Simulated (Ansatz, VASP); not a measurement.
## Ti in VASP and in Ansatz

INCAR

```
PREC     = Accurate       # precision mode
ENCUT    = 520            # plane-wave cutoff, eV
EDIFF    = 1E-6           # SCF threshold, eV
ISMEAR   = 0              # smearing method
SIGMA    = 0.15           # smearing width, eV
LREAL    = F              # projectors in reciprocal space
LASPH    = T              # aspherical terms in the spheres
NELM     = 100            # most SCF steps
ALGO     = Fast           # electronic algorithm
ISIF     = 2              # what is computed and relaxed
LWAVE    = F              # write WAVECAR
LCHARG   = T              # write CHGCAR
GGA      = PS             # functional
LELF     = T              # ELF
LVHAR    = T            
NBANDS   = 19             # bands
```

File KPOINTS:

```
regular mesh
0
Gamma
  24 24 14
```

File POSCAR:

```
Ti
1.0
    2.6575537054      0.0000000000      0.0000000000
   -1.3287768527      2.3015090208      0.0000000000
    0.0000000000      0.0000000000      5.4685051310
Ti
2
Direct
    0.3333333333      0.6666666667      0.2500000000
    0.6666666667      0.3333333333      0.7500000000
```

Input for Ansatz:

```yaml
crystal:
  lattice:
    - [2.6575537054, 0.0, 0.0]
    - [-1.3287768527, 2.3015090208, 0.0]
    - [0.0, 0.0, 5.468505131]
  atoms:
    - { symbol: Ti, position: [0.3333333333, 0.6666666667, 0.25] }
    - { symbol: Ti, position: [0.6666666667, 0.3333333333, 0.75] }
basis:
  ecutwfc: 420
kpoints:
  mp_grid: { grid: [24, 24, 14] }
hamiltonian:
  xc: pbesol
scf:
  occupations: { method: gaussian, width: 0.15 }
output:
  forces: true
  stress: true
  eigenvalues: true
```

Alike in both runs: task single point; functional PBEsol; k mesh 24 × 24 × 14; occupations gaussian, width 0.15 eV; no spin polarisation.

```csv
,VASP,Ansatz
version,VASP 6.6.1,Ansatz 0.2.0
potentials or method,"VASP PAW PBE potentials, release 64 (Ti_sv), cutoff 520 eV","scalar-relativistic, plane waves, PAW"
valence electrons in the cell,24,24
```

|  | VASP | Ansatz | Ansatz less VASP |
| --- | --- | --- | --- |
| gap on the k mesh at the Fermi level (eV) | none | none | - |
| pressure (GPa) | -0.4 | -0.1 | +0.26 |
| traceless stress, the component that is largest in VASP (GPa) | -12.86 | -12.93 | -0.077 |

VASP's potentials were made for PBE, not for PBEsol. A gap of «none» marks a metal or a gap that the smearing closes. With one functional, cell and mesh, what is left measures potentials, basis and numerics.
